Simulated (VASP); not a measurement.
WC:

```
W C
1.0
     2.96350    0.00000    0.00000
    -1.48175    2.56647    0.00000
     0.00000    0.00000    2.89223
W C
1 1
Direct
  0.00000 0.00000 0.00000
  0.66667 0.33333 0.50000
```

Base run:

- Program: VASP 6.6.1
- Functional: b88 exchange, pbe correlation
- Potentials or basis: VASP PAW PBE potentials, release 64 (W_sv, C)
- Cutoff: 600 eV
- k mesh: 10 × 10 × 9
- Occupations: fermi-dirac, width 0.05 eV
- Spin: no spin polarisation

Its results: band gap on the k mesh zero (bands 9 and 10 overlap by 1.11 eV); pressure -14.6 GPa.

**Question.** After a change of settings the same cell gave: band gap on the k mesh zero (bands 9 and 10 overlap by 1.10 eV); pressure -11.8 GPa. Which change was it?
A. functional from b88 exchange, pbe correlation to revPBE; cutoff from 600 eV to 520 eV; further incar settings from ALGO = Normal; EDIFF = 1e-06; NBANDS = 16 to ALGO = Normal; EDIFF = 1e-07; NBANDS = 16
B. functional from b88 exchange, pbe correlation to r2SCAN; potentials or basis from VASP PAW PBE potentials, release 64 (W_sv, C) to VASP PAW PBE potentials, release 64 (W_sv, C_h); cutoff from 600 eV to 910 eV
C. functional from b88 exchange, pbe correlation to LDA; potentials or basis from VASP PAW PBE potentials, release 64 (W_sv, C) to VASP PAW LDA potentials, release 64 (W_sv, C); cutoff from 600 eV to 520 eV

**Answer.** A.

Caveats: the cell stands under tension; the PAW data sets were made with another functional, which shifts forces and pressure a little; spin-orbit coupling is left out, which moves the levels of the heavy elements.
